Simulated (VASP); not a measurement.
## AlNi3: single point with PBE

Crystal: AlNi3.

```xyz
4
Lattice="3.5902 0.0000 0.0000 0.0000 3.5902 0.0000 0.0000 0.0000 3.5902" Properties=species:S:1:pos:R:3 pbc="T T T"
Al    0.0000    0.0000    0.0000
Ni    0.0000    1.7951    1.7951
Ni    1.7951    0.0000    1.7951
Ni    1.7951    1.7951    0.0000
```

This cell differs from its parent crystal: volume scaled by 1.020.

```json
{"Program": "VASP 6.6.1", "Task": "single point", "Functional": "PBE", "Potentials or basis": "VASP PAW PBE potentials, release 64 (Al, Ni)", "Cutoff": "520 eV", "k mesh": "12 × 12 × 12", "Occupations": "gaussian, width 0.05 eV", "Spin": "collinear spin, ferromagnetic start", "Starting moments": "[0.0, 0.31, 0.31, 0.31] μB", "Dipole correction": "no", "Further INCAR settings": "ALGO = Fast; EDIFF = 1e-07; NBANDS = 28"}
```

```
Pressure                                              : -3.4 GPa
Net moment                                            : 0.73 μB per cell
Site moments                                          : Al -0.01; Ni +0.26 μB
Valence electrons inside the program's atomic spheres : Al 0.79; Ni 9.35
```

Levels at points of the mesh, in eV from the Fermi level:
Spin up:
| k point | band 13 | band 14 | band 15 | band 16 | band 17 | band 18 | band 19 | band 20 | band 21 | band 22 |
| --- | --- | --- | --- | --- | --- | --- | --- | --- | --- | --- |
| (0.00, 0.00, 0.00) | -0.28 | -0.12 | -0.12 | -0.12 | 0.86 | 0.86 | 0.86 | 6.40 | 6.40 | 7.02 |
| (0.50, 0.00, 0.00) | -1.20 | -1.14 | -1.03 | -0.51 | -0.12 | 5.35 | 5.35 | 5.50 | 5.50 | 6.34 |
| (0.50, 0.50, 0.00) | -1.27 | -1.17 | -0.98 | -0.95 | -0.57 | 0.77 | 0.77 | 7.92 | 8.04 | 8.04 |
| (0.50, 0.50, 0.50) | -1.26 | -1.05 | -1.05 | -0.28 | -0.28 | -0.28 | -0.12 | 3.18 | 3.87 | 3.87 |
Spin down:
| k point | band 12 | band 13 | band 14 | band 15 | band 16 | band 17 | band 18 | band 19 | band 20 | band 21 |
| --- | --- | --- | --- | --- | --- | --- | --- | --- | --- | --- |
| (0.00, 0.00, 0.00) | -0.39 | 0.00 | 0.33 | 0.33 | 0.33 | 0.82 | 0.82 | 0.82 | 6.49 | 6.49 |
| (0.50, 0.00, 0.00) | -0.99 | -0.88 | -0.88 | -0.79 | -0.32 | 0.33 | 5.40 | 5.40 | 5.54 | 5.54 |
| (0.50, 0.50, 0.00) | -1.09 | -1.09 | -1.05 | -0.76 | -0.55 | -0.43 | 1.07 | 1.07 | 7.94 | 8.07 |
| (0.50, 0.50, 0.50) | -1.11 | -1.11 | -0.86 | -0.86 | -0.15 | 0.10 | 0.10 | 0.10 | 3.28 | 4.09 |

Wall time 3.8 min on 1 thread of Oxide Virtual Turin-like Processor (shared host), peak memory 0.24 GiB.
